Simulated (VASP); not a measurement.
# C (P1) in VASP: further runs

C is run at these levels: r2SCAN; tasks: single point.

All numbers are computed with VASP 6.6.1; they aren't measurements. Logs are shortened: lines on timing, memory, paths and dates and some standing lists are left out, and cuts for length are marked.

## 1. The cell of the first run

The typed cell holds 10 atoms: a = 2.511 Å, b = 2.511 Å, c = 10.389 Å, α = 95.55°, β = 94.16°, γ = 60.00°.

## 2. Single point, r2SCAN (the part above a cut slid along it)

Contents of POSCAR:

```
C
1.0
   -2.5113391176      0.0000000000      0.0000000000
   -1.2556695588     -2.1748834734      0.0000000000
    0.7534017353      0.7249611578     10.3359979276
C
10
Direct
   -0.1500128795      0.0248178013      0.8741534038
    0.8301328795      0.9751821987      0.7252465962
    0.0835383851      0.1086959628      0.1257878883
    0.7965816149      0.8913040372      0.4736121117
    0.1034074351      0.1583685877      0.2748057630
    0.7767125649      0.8416314123      0.3245942370
    0.1900012712      0.3748531780      0.9242595341
    0.4901187288      0.6251468220      0.6751404659
    0.4101930228      0.4253325570      0.0756976711
    0.4699269772      0.5746674430      0.5237023289
```

Contents of INCAR.step1:

```
  PREC = Accurate
  ENCUT = 520
  ISMEAR = 0
  SIGMA = 0.05
  LREAL = False
  LASPH = True
  NELM = 80
  NBANDS = 31
  GGA = PE
  ALGO = Normal
  EDIFF = 1E-4
  LWAVE = True
  LCHARG = False
```

Contents of INCAR.step2:

```
  PREC = Accurate
  ENCUT = 520
  EDIFF = 1E-7
  ISMEAR = 0
  SIGMA = 0.05
  LREAL = False
  LASPH = True
  NELM = 80
  ALGO = Normal
  ISIF = 2
  LWAVE = False
  LCHARG = False
  METAGGA = R2SCAN
  LMIXTAU = True
  NBANDS = 31
  ISTART = 1
```

Contents of KPOINTS:

```
regular mesh
0
Gamma
  10 10 3
```

Potentials or basis: VASP PAW PBE potentials, release 64 (C).

Command:

```
cat potpaw_PBE.64/C/POTCAR > POTCAR
cp INCAR.step1 INCAR
mpirun -np 1 vasp_std > vasp.out
cp INCAR.step2 INCAR
mpirun -np 1 vasp_std > vasp.out
```

OUTCAR:

```text
PREC = Accurate
   ENCUT = 520
   EDIFF = 1E-7
   ISMEAR = 0
   LREAL = False
   LASPH = True
   NELM = 80
   ISIF = 2
   METAGGA = R2SCAN
   ISTART = 1

 ion  position               nearest neighbor table
   1  0.850  0.025  0.874-   2 1.54   7 1.54   7 1.54   7 1.54
   2  0.830  0.975  0.725-   1 1.54   8 1.54   8 1.54   8 1.54
   3  0.084  0.109  0.126-   9 1.54   9 1.54   9 1.54   5 1.54
   4  0.797  0.891  0.474-  10 1.54  10 1.54  10 1.54   6 1.54
   5  0.103  0.158  0.275-   6 1.54   6 1.54   6 1.54   3 1.54
   6  0.777  0.842  0.325-   5 1.54   5 1.54   5 1.54   4 1.54
   7  0.190  0.375  0.924-   1 1.54   1 1.54   1 1.54   9 1.64
   8  0.490  0.625  0.675-   2 1.54   2 1.54   2 1.54  10 1.57
   9  0.410  0.425  0.076-   3 1.54   3 1.54   3 1.54   7 1.64
  10  0.470  0.575  0.524-   4 1.54   4 1.54   4 1.54   8 1.57

  LATTYP: Found a triclinic cell.
 ALAT       =     4.3497669467
 B/A-ratio  =     0.5773502692
 C/A-ratio  =     2.4975041188
 COS(alpha) =     0.0231170898
 COS(beta)  =     0.1735065540
 COS(gamma) =     0.8660254038

  Lattice vectors:

 A1 = (   3.7670086764,  -2.1748834734,   0.0000000000)
 A2 = (   1.2556695588,  -2.1748834734,   0.0000000000)
 A3 = (   3.0136069411,   1.4499223156, -10.3359979276)

Analysis of symmetry for initial positions (statically):
=====================================================================
 Subroutine PRICEL returns:
 Original cell was already a primitive cell.

 Routine SETGRP: Setting up the symmetry group for a
 triclinic supercell.

 Subroutine GETGRP returns: Found  1 space group operations
 (whereof  1 operations were pure point group operations)
 out of a pool of  2 trial point group operations.

The static configuration has the point symmetry C_1 .

Analysis of symmetry for dynamics (positions and initial velocities):
=====================================================================
 Subroutine PRICEL returns:
 Original cell was already a primitive cell.

 Routine SETGRP: Setting up the symmetry group for a
 triclinic supercell.

 Subroutine GETGRP returns: Found  1 space group operations
 (whereof  1 operations were pure point group operations)
 out of a pool of  2 trial point group operations.

The dynamic configuration has the point symmetry C_1 .

 Subroutine INISYM returns: Found  1 space group operations
 (whereof  1 operations are pure point group operations),
 and found     1 'primitive' translations

----------------------------------------------------------------------------------------

                                     Primitive cell

  volume of cell :      56.4539

  direct lattice vectors                    reciprocal lattice vectors
    -2.511339118  0.000000000  0.000000000    -0.398193933  0.229897374  0.012899899
    -1.255669559 -2.174883473  0.000000000     0.000000000 -0.459794749  0.032249748
     0.753401735  0.724961158 10.335997928     0.000000000  0.000000000  0.096749245

  length of vectors
     2.511339118  2.511339118 10.388745642     0.459975671  0.460924351  0.096749245

  position of ions in fractional coordinates (direct lattice)
     0.849987121  0.024817801  0.874153404
     0.830132879  0.975182199  0.725246596
     0.083538385  0.108695963  0.125787888
     0.796581615  0.891304037  0.473612112
     0.103407435  0.158368588  0.274805763
     0.776712565  0.841631412  0.324594237
     0.190001271  0.374853178  0.924259534
     0.490118729  0.625146822  0.675140466
     0.410193023  0.425332557  0.075697671
     0.469926977  0.574667443  0.523702329

  ion indices of the primitive-cell ions
   primitive index   ion index
                 1           1
                 2           2
                 3           3
                 4           4
                 5           5
                 6           6
                 7           7
                 8           8
                 9           9
                10          10

----------------------------------------------------------------------------------------

 KPOINTS: regular mesh

Automatic generation of k-mesh.
 Grid dimensions read from file:
 generate k-points for:   10   10    3

 Generating k-lattice:

  Cartesian coordinates                     Fractional coordinates (reciprocal lattice)
    -0.039819393  0.022989737  0.001289990     0.100000000  0.000000000 -0.000000000
     0.000000000 -0.045979475  0.003224975     0.000000000  0.100000000  0.000000000
     0.000000000  0.000000000  0.032249748     0.000000000  0.000000000  0.333333333

  Length of vectors
     0.045997567  0.046092435  0.032249748

  Shift w.r.t. Gamma in fractional coordinates (k-lattice)
     0.000000000  0.000000000  0.000000000

 Subroutine IBZKPT returns following result:
 ===========================================

 Found    152 irreducible k-points:

 Following reciprocal coordinates:
            Coordinates               Weight
  0.000000  0.000000  0.000000      1.000000
  0.100000 -0.000000 -0.000000      2.000000
  0.200000 -0.000000 -0.000000      2.000000
  0.300000 -0.000000  0.000000      2.000000
  0.400000  0.000000  0.000000      2.000000
  0.500000 -0.000000  0.000000      1.000000
[... 16 lines left out ...]
 -0.400000  0.200000 -0.000000      2.000000
 -0.300000  0.200000 -0.000000      2.000000
 [... further k-points ...]
   k-points           NKPTS =    152   k-points in BZ     NKDIM =    152   number of bands    NBANDS=     31
   number of dos      NEDOS =    301   number of ions     NIONS =     10
   total plane-waves  NPLWV =  32000
   dimension x,y,z NGX =    20 NGY =   20 NGZ =   80
   dimension x,y,z NGXF=    40 NGYF=   40 NGZF=  160
   ions per type =              10
   NGX,Y,Z   is equivalent  to a cutoff of  13.24, 13.24, 12.80 a.u.
   NGXF,Y,Z  is equivalent  to a cutoff of  26.48, 26.48, 25.60 a.u.
 SYSTEM =  unknown system
   PREC   = accura    normal or accurate (medium, high low for compatibility)
   ISTART =      1    job   : 0-new  1-cont  2-samecut
   ICHARG =      0    charge: 1-file 2-atom 10-const
   ISPIN  =      1    spin polarized calculation?
   LNONCOLLINEAR =      F non collinear calculations
   LSORBIT =      F    spin-orbit coupling
   LASPH  =      T    aspherical Exc in radial PAW
   ENCUT  =  520.0 eV  38.22 Ry    6.18 a.u.   4.67  4.67 19.32*2*pi/ulx,y,z
   NELM   =     80;   NELMIN=  2; NELMDL=  0     # of ELM steps
   EDIFF  = 0.1E-06   stopping-criterion for ELM
   LREAL  =      F    real-space projection
   EDIFFG = 0.1E-05   stopping-criterion for IOM
   NSW    =      0    number of steps for IOM
   IBRION =     -1    ionic relax: 0-MD 1-quasi-New 2-CG
   NFREE  =      0    steps in history (QN), initial steepest desc. (CG)
   ISIF   =      2    stress and relaxation
   ISYM   =      2    0-nonsym 1-usesym 2-fastsym
   POTIM  = 0.5000    time-step for ionic-motion
   TEBEG  =    0.0;   TEEND  =   0.0 temperature during run
   PSTRESS=    0.0 pullay stress
   NELECT =      40.0000    total number of electrons
   NUPDOWN=      -1.0000    fix difference up-down
   EMIN   =  10.00;   EMAX   =-10.00  energy-range for DOS
   EFERMI =   0.00;   METHOD = LEGACY
   ISMEAR =     0;   SIGMA  =   0.05  broadening in eV -4-tet -1-fermi 0-gaus
   EFERMI_NEDOS =   21; number of points for ismear=-14 and -15
   IALGO  =     38    algorithm
   IMIX   =      4    mixing-type and parameters
     AMIX     =   0.40;   BMIX     =  1.00
     AMIX_MAG =   1.60;   BMIX_MAG =  1.00
  volume/ion in A,a.u.               =       5.65        38.10
  Fermi-wavevector in a.u.,A,eV,Ry     =   1.459476  2.758009 28.981357  2.130070
  Thomas-Fermi vector in A             =   2.576038
   LORBIT       =      0    0 simple, 1 ext, 2 COOP (PROOUT), +10 PAW based schemes
   METAGGA = R2SCAN    functional components
   LHFCALC =     F    Hartree Fock is set to
   AEXX    =    0.0000 exact exchange contribution
   IVDW    =     0    specifies the selected vdW correction
   LEPSILON=     F    determine dielectric tensor
   LRPA    =     F    only Hartree local field effects (RPA)
 non-spin polarized calculation
 Gauss-broadening in eV      SIGMA  =   0.05
  energy-cutoff  :      520.00
  volume of cell :       56.45
 maximum number of plane-waves:      1537
   NGX =  9   NGY =  9   NGZ = 39

 number of electron      39.9999997 magnetization

 Free energy of the ion-electron system (eV)
  ---------------------------------------------------
  ext. energy  EPLUGINS =         0.00000000
  ---------------------------------------------------
  free energy    TOTEN  =       -97.21999756 eV

  energy without entropy =      -97.21999756  energy(sigma->0) =      -97.21999756

 E-fermi :  10.5541     XC(G=0): -14.2942

 val. band max:       10.2279283320   @ k =   0.0000   0.0000   0.0000
 cond. band min:      14.1138499319   @ k =  -0.4000   0.0000   0.3333
 fundamental gap:      3.8859215998
 Fermi energy:        10.5540989508

 k-point     1 :       0.0000    0.0000    0.0000
  band No.  band energies     occupation
      1     -12.9787      2.00000
      2     -11.8842      2.00000
      3     -11.7835      2.00000
      4      -8.6084      2.00000
      5      -8.5428      2.00000
      6      -2.3660      2.00000
[... 23 lines left out ...]
     30      18.4861      0.00000
     31      18.7342      0.00000

 k-point     2 :       0.1000   -0.0000   -0.0000
  band No.  band energies     occupation
      1     -12.7192      2.00000
      2     -11.6355      2.00000
      3     -11.5184      2.00000
      4      -8.3932      2.00000
      5      -8.2689      2.00000
      6      -2.1889      2.00000
[... 23 lines left out ...]
     30      18.7774      0.00000
     31      19.4494      0.00000

 k-point     3 :       0.2000   -0.0000   -0.0000
  band No.  band energies     occupation
      1     -11.9450      2.00000
      2     -10.8889      2.00000
      3     -10.7340      2.00000
      4      -7.7123      2.00000
      5      -7.4961      2.00000
      6      -1.6535      2.00000
[... 23 lines left out ...]
     30      19.9493      0.00000
     31      20.8892      0.00000

 k-point     4 :       0.3000   -0.0000    0.0000
  band No.  band energies     occupation
      1     -10.6724      2.00000
      2      -9.6553      2.00000
      3      -9.4578      2.00000
      4      -6.5759      2.00000
      5      -6.2779      2.00000
      6      -1.2506      2.00000
[... 23 lines left out ...]
     30      20.6971      0.00000
     31      20.8040      0.00000

 k-point     5 :       0.4000    0.0000    0.0000
  band No.  band energies     occupation
      1      -8.9516      2.00000
      2      -7.9934      2.00000
      3      -7.7743      2.00000
      4      -5.1910      2.00000
      5      -4.8685      2.00000
      6      -3.2123      2.00000
[... 23 lines left out ...]
     30      21.1559      0.00000
     31      21.5052      0.00000
[... 542 lines left out ...]
     30      21.1733      0.00000
     31      21.6109      0.00000

 k-point    22 :       0.5000    0.2000    0.0000
  band No.  band energies     occupation
      1      -8.2125      2.00000
      2      -7.4367      2.00000
      3      -6.8943      2.00000
      4      -4.8077      2.00000
      5      -4.0672      2.00000
      6      -2.8396      2.00000
[... 23 lines left out ...]
     30      21.1244      0.00000
     31      21.9982      0.00000

 k-point    23 :      -0.4000    0.2000   -0.0000
  band No.  band energies     occupation
      1      -6.5631      2.00000
      2      -6.2295      2.00000
      3      -5.7318      2.00000
      4      -4.9784      2.00000
      5      -4.5613      2.00000
      6      -3.7431      2.00000
[... 23 lines left out ...]
     30      21.2731      0.00000
     31      22.0327      0.00000

 k-point    24 :      -0.3000    0.2000   -0.0000
  band No.  band energies     occupation
      1      -8.2338      2.00000
      2      -7.2557      2.00000
      3      -7.1116      2.00000
      4      -4.5813      2.00000
      5      -4.2617      2.00000
      6      -2.7396      2.00000
[... 23 lines left out ...]
     30      21.1861      0.00000
     31      22.0204      0.00000

 [... further k-points ...]
[... 5 lines left out ...]
  --------------------------------------------------------------------------------------
  -------------------------------------------------------------------------------------
  Total       -0.8766176      0.8157135      1.3922103      0.0052607      0.0037222      7.8345596
  in kB      -24.8786620     23.1501849     39.5113321      0.1492995      0.1056359    222.3470657
  external PRESSURE =      12.5942850 kB  Pullay stress =       0.0000000 kB

 VOLUME and BASIS-vectors are now :
 -----------------------------------------------------------------------------
  energy-cutoff  :      520.00
  volume of cell :       56.45
      direct lattice vectors                 reciprocal lattice vectors
    -2.511339118  0.000000000  0.000000000    -0.398193933  0.229897374  0.012899899
    -1.255669559 -2.174883473  0.000000000     0.000000000 -0.459794749  0.032249748
     0.753401735  0.724961158 10.335997928     0.000000000  0.000000000  0.096749245

 POSITION                                       TOTAL-FORCE (eV/Angst)
 -----------------------------------------------------------------------------------
     -1.50718      0.57975      9.03525         0.004776      0.207289     -0.001256
     -2.76285     -1.59513      7.49615        -0.363230      0.039694     -0.104439
     -0.25151     -0.14521      1.30014        -0.009702      0.207794      0.002153
     -2.76285     -1.59513      4.89525         0.036641      0.002626      0.005338
     -0.25151     -0.14521      2.84039         0.364928      0.040357      0.106663
     -2.76285     -1.59513      3.35501        -0.011018      0.001793     -0.004970
     -0.25151     -0.14521      9.55314        -3.465885     -0.252117     -0.218690
     -1.50718     -0.87017      6.97825         0.005386      0.002170     -0.002192
     -1.50718     -0.87017      0.78241         3.470588     -0.251995      0.218551
     -1.50718     -0.87017      5.41299        -0.032483      0.002390     -0.001159
 -----------------------------------------------------------------------------------
    total drift:                               -0.000020      0.000049     -0.001358

  FREE ENERGIE OF THE ION-ELECTRON SYSTEM (eV)
  ---------------------------------------------------
  free  energy   TOTEN  =       -97.2199975555 eV

  energy  without entropy=      -97.2199975555  energy(sigma->0) =      -97.21999756
```

It took 6.5 min on 1 thread of Intel Xeon 6975P-C (Granite Rapids), shared host; peak memory 0.29 GiB.

What came out:

```
Free energy            : -97.2200 eV
Pressure               : 1.3 GPa
Largest force          : 3.487 eV/Å
Band gap on the k mesh : 3.89 eV (least direct gap 5.09 eV)
```

Forces in eV/Å, atoms in the order of the input:
```
C    0.005  0.207 -0.001
C   -0.363  0.040 -0.104
C   -0.010  0.208  0.002
C    0.037  0.003  0.005
C    0.365  0.040  0.107
C   -0.011  0.002 -0.005
C   -3.466 -0.252 -0.219
C    0.005  0.002 -0.002
C    3.471 -0.252  0.219
C   -0.032  0.002 -0.001
```

Caveat: the cell differs from its parent crystal (the part above a cut slid along it); the stress differs along the axes, from -2 to 4 GPa; the PAW data sets were made with another functional, which shifts forces and pressure a little. A k mesh can miss the band edges.

## 3. Single point, r2SCAN (the part above a cut slid along it)

Contents of POSCAR:

```
C
1.0
   -2.5113391176      0.0000000000      0.0000000000
   -1.2556695588     -2.1748834734      0.0000000000
    0.2511339118      0.7249611578     10.3359979276
C
10
Direct
   -0.3248435603      0.0248178013      0.8741534038
    0.6850835603      0.9751821987      0.7252465962
    0.0583808074      0.1086959628      0.1257878883
    0.7018591926      0.8913040372      0.4736121117
    0.0484462825      0.1583685877      0.2748057630
    0.7117937175      0.8416314123      0.3245942370
    0.0051493644      0.3748531780      0.9242595341
    0.3550906356      0.6251468220      0.6751404659
    0.3950534886      0.4253325570      0.0756976711
    0.3651865114      0.5746674430      0.5237023289
```

Contents of INCAR.step1:

```
ALGO = Normal ; EDIFF = 1E-4
ENCUT = 520 ; GGA = PE
ISMEAR = 0 ; LASPH = T
LCHARG = F ; LREAL = F
LWAVE = T ; NBANDS = 31
NELM = 80 ; PREC = Accurate
SIGMA = 0.05
```

Contents of INCAR.step2:

```
ALGO = Normal ; EDIFF = 1E-6
ENCUT = 520 ; ISIF = 2
ISMEAR = 0 ; ISTART = 1
LASPH = T ; LCHARG = F
LMIXTAU = T ; LREAL = F
LWAVE = F ; METAGGA = R2SCAN
NBANDS = 31 ; NELM = 80
PREC = Accurate ; SIGMA = 0.05
```

Contents of KPOINTS:

```
k-points
0
Gamma
  10 10 3
```

Potentials or basis: VASP PAW PBE potentials, release 64 (C).

Command:

```
cat potpaw_PBE.64/C/POTCAR > POTCAR
cp INCAR.step1 INCAR
mpirun -np 1 vasp_std > vasp.out
cp INCAR.step2 INCAR
mpirun -np 1 vasp_std > vasp.out
```

Wall time 7.5 min (1 thread of Intel Xeon 6975P-C (Granite Rapids), shared host); peak memory 0.28 GiB.

The run converged. Its results:

```yaml
Free_energy: -94.6935 eV
Pressure: 4.3 GPa
Largest_force: 5.208 eV/Å
Band_gap_on_the_k_mesh: 0.84 eV (least direct gap 2.78 eV)
```

Forces in eV/Å, atoms in the order of the input:
```
C   -0.109  0.545 -0.094
C   -0.500  0.235 -0.374
C    0.101  0.548  0.092
C    0.056  0.016  0.021
C    0.500  0.242  0.385
C   -0.011 -0.007 -0.019
C   -4.589 -0.796 -2.314
C    0.005  0.000  0.007
C    4.598 -0.794  2.313
C   -0.051  0.010 -0.019
```

Stress tensor (GPa, compression positive):
```
-9.86  0.04 30.99
 0.04  3.97  0.09
30.99  0.09 18.65
```

Levels at points of the mesh, in eV from the valence-band top:
| k point | band 17 | band 18 | band 19 | band 20 | band 21 | band 22 | band 23 | band 24 |
| --- | --- | --- | --- | --- | --- | --- | --- | --- |
| (0.00, 0.00, 0.00) | -1.25 | -0.96 | -0.72 | 0.00 | 4.70 | 5.31 | 5.62 | 5.76 |
| (0.50, 0.00, 0.00) | -5.50 | -5.00 | -3.95 | -1.78 | 1.00 | 4.63 | 4.95 | 5.92 |
| (0.00, 0.50, 0.00) | -5.48 | -4.42 | -4.13 | -3.49 | 3.36 | 4.62 | 5.36 | 6.21 |
| (0.50, 0.50, 0.00) | -5.32 | -4.76 | -4.04 | -1.91 | 1.04 | 4.54 | 5.23 | 5.61 |

Caveat: the cell differs from its parent crystal (the part above a cut slid along it); the stress differs along the axes, from -10 to 19 GPa; the PAW data sets were made with another functional, which shifts forces and pressure a little.
